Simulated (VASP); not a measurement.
Input of a VASP 6.6.1 run:

Contents of INCAR:

```
SYSTEM = Sc5Al11N16
PREC     = Accurate       ! precision mode
ENCUT    = 520            ! plane-wave cutoff, eV
EDIFF    = 1E-6           ! SCF threshold, eV
ISMEAR   = 0              ! smearing method
SIGMA    = 0.01           ! smearing width, eV
LREAL    = Auto         
LASPH    = .True.         ! aspherical terms in the spheres
NELM     = 60             ! most SCF steps
ALGO     = Normal         ! electronic algorithm
ISIF     = 2              ! what is computed and relaxed
LWAVE    = .False.        ! write WAVECAR
LCHARG   = .True.         ! write CHGCAR
GGA      = PE             ! functional
LELF     = .True.         ! ELF
LVHAR    = .True.       
NBANDS   = 106            ! bands
```

KPOINTS

```
Automatic mesh
0
Gamma
  4 4 3
  0 0 0
```

The input POSCAR:

```
Sc5Al11N16
1.0
    6.5523274912      0.0046261431      0.0090319731
   -3.2721573882      5.6415627223     -0.0038745277
    0.0139550278      0.0011444223     10.2408755585
Al Sc N
11 5 16
Direct
    0.3372296428      0.1666008014      0.7559144935
    0.1710788617      0.8325589049     -0.0062602595
    0.3375084924      0.6704357853      0.2460429749
    0.3385872068      0.6722998467      0.7546671176
    0.6680452786      0.3287159537     -0.0059547567
    0.8270386711      0.1640506429      0.2496761096
    0.6661138705      0.3331600888      0.5051347658
    0.8266735069      0.1627407026      0.7500683384
    0.6626073954      0.8383098283     -0.0024520812
    0.6645904840      0.8325013364      0.5005216492
    0.8306640049      0.6670777399      0.7534770023
    0.1606321250      0.3342476143     -0.0079724007
    0.3410607013      0.1657846888      0.2420438372
    0.1669912137      0.3350997304      0.4982036744
    0.1686602728      0.8319875895      0.5039020240
    0.8314982908      0.6646131280      0.2413326058
    0.1552857653      0.3395789072      0.2005133429
    0.3526222644      0.1753517607      0.4459487690
    0.1670321687      0.3339239373      0.7096490853
    0.3436584631      0.1601894037      0.9438578900
    0.1753820922      0.8205707002      0.1815937023
    0.3541847979      0.6784239212      0.4335323251
    0.1656927596      0.8328019504      0.7083389894
    0.3457129286      0.6863797175      0.9385330401
    0.6810847311      0.3239963497      0.1783700846
    0.8115499701      0.1570878652      0.4400838743
    0.6672274766      0.3342951704      0.6951924499
    0.8112350018      0.1547670532      0.9340591132
    0.6577924734      0.8442190994      0.1843291541
    0.8161912189      0.6576802069      0.4483962967
    0.6655782060      0.8325960815      0.6911145286
    0.8307896634      0.6679534936      0.9441422602
```

Potentials or basis: VASP PAW PBE potentials, release 64 (Al, Sc_sv, N).

The run is started by

```sh
$ cat potpaw_PBE.64/Al/POTCAR potpaw_PBE.64/Sc_sv/POTCAR potpaw_PBE.64/N/POTCAR > POTCAR
$ mpirun -np 1 vasp_std > vasp.out
```

(1) What does it give for the band gap on the k mesh?

(2) What does it give for the pressure?

(3) Predict the largest force.

Answers

(1) 3.41 eV.

(2) -0.6 GPa.

(3) 0.084 eV/Å.
